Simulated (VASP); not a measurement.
Na2Cl:

```
Na Cl
1.0
     1.91231    1.10408    6.56121
    -1.91231    1.10408    6.56121
     0.00000   -2.20815    6.56121
Na Cl
2 1
Direct
  0.75393 0.75393 0.75393
  0.24607 0.24607 0.24607
  0.00000 0.00000 0.00000
```

Base run:

```yaml
Program: VASP 6.6.1
Functional: LDA
Potentials_or_basis: VASP PAW LDA potentials, release 64 (Na_pv, Cl)
Cutoff: 520 eV
k_mesh: 12 × 12 × 12
Occupations: gaussian, width 0.1 eV
Spin: no spin polarisation
```

Its results: band gap on the k mesh zero (an odd number of electrons rules out a gap without spin polarisation); pressure -1.0 GPa; largest force 0.146 eV/Å.

Task: The run is repeated on the same cell with these changes: functional from LDA to r2SCAN; potentials or basis from VASP PAW LDA potentials, release 64 (Na_pv, Cl) to VASP PAW PBE potentials, release 64 (Na_pv, Cl). What comes out?

Result: Band gap on the k mesh zero (an odd number of electrons rules out a gap without spin polarisation); pressure 0.4 GPa; largest force 0.135 eV/Å.

Caveats: the PAW data sets were made with another functional, which shifts forces and pressure a little (at least some runs).
